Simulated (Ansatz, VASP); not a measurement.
## Two plane-wave programs on WCS

The input INCAR:

```
PREC = Accurate
ENCUT = 520
EDIFF = 1E-6
ISMEAR = 0
SIGMA = 0.1
LREAL = False
LASPH = True
NELM = 80
ALGO = Normal
ISIF = 2
LWAVE = False
LCHARG = True
LDIPOL = True
IDIPOL = 3
DIPOL = 0.5 0.5 0.291
GGA = PE
LELF = True
LVHAR = True
LVACPOTAV = True
NBANDS = 33
```

The input KPOINTS:

```
regular mesh
0
Gamma
  6 6 1
```

File POSCAR:

```
WCS
1.0
    6.3404146570     -0.0000005790      0.0000000000
   -1.5851034135      2.7454802265      0.0000000000
    0.0000000000      0.0000000000     29.3647113200
W C S
2 2 2
Direct
    0.0000000000      0.0000000000      0.2995175437
    0.5000000000      0.0000000000      0.2995175437
    0.1666666667      0.6666666667      0.3307465683
    0.6666666667      0.6666666667      0.3307465683
    0.1666666667      0.6666666667      0.2434104567
    0.6666666667      0.6666666667      0.2434104567
```

Input for Ansatz:

```yaml
crystal:
  lattice:
    - [6.340414657, -5.79e-07, 0.0]
    - [-1.5851034135, 2.7454802265, 0.0]
    - [0.0, 0.0, 29.36471132]
  atoms:
    - { symbol: W, position: [0.0, 0.0, 0.2995175437] }
    - { symbol: W, position: [0.5, 0.0, 0.2995175437] }
    - { symbol: C, position: [0.1666666667, 0.6666666667, 0.3307465683] }
    - { symbol: C, position: [0.6666666667, 0.6666666667, 0.3307465683] }
    - { symbol: S, position: [0.1666666667, 0.6666666667, 0.2434104567] }
    - { symbol: S, position: [0.6666666667, 0.6666666667, 0.2434104567] }
  periodic: [true, true, false]
basis:
  ecutwfc: 420
kpoints:
  mp_grid: { grid: [6, 6, 1] }
hamiltonian:
  xc: pbe
scf:
  occupations: { method: gaussian, width: 0.1 }
  lower_state_search: "off"
output:
  forces: true
  stress: true
  eigenvalues: true
```

Alike in both runs: task single point; functional PBE; k mesh 6 × 6 × 1; occupations gaussian, width 0.1 eV; no spin polarisation.

|  | VASP | Ansatz |
| --- | --- | --- |
| version | VASP 6.6.1 | Ansatz 0.2.0 |
| potentials or method | VASP PAW PBE potentials, release 64 (W_sv, C, S), cutoff 520 eV | scalar-relativistic, plane waves, PAW |
| valence electrons in the cell | 48 | 48 |

|  | VASP | Ansatz | Ansatz less VASP |
| --- | --- | --- | --- |
| gap on the k mesh at the Fermi level (eV) | 0.59 | 0.58 | -0.001 |
| least direct gap on the mesh (eV) | 0.60 | 0.60 | 0.000 |
| rms of the force components (eV/Å) | 0.027 | 0.029 | +0.0022 |

Atom by atom the forces differ by 0.027 eV/Å (rms over components).

Spin-orbit coupling is off throughout.
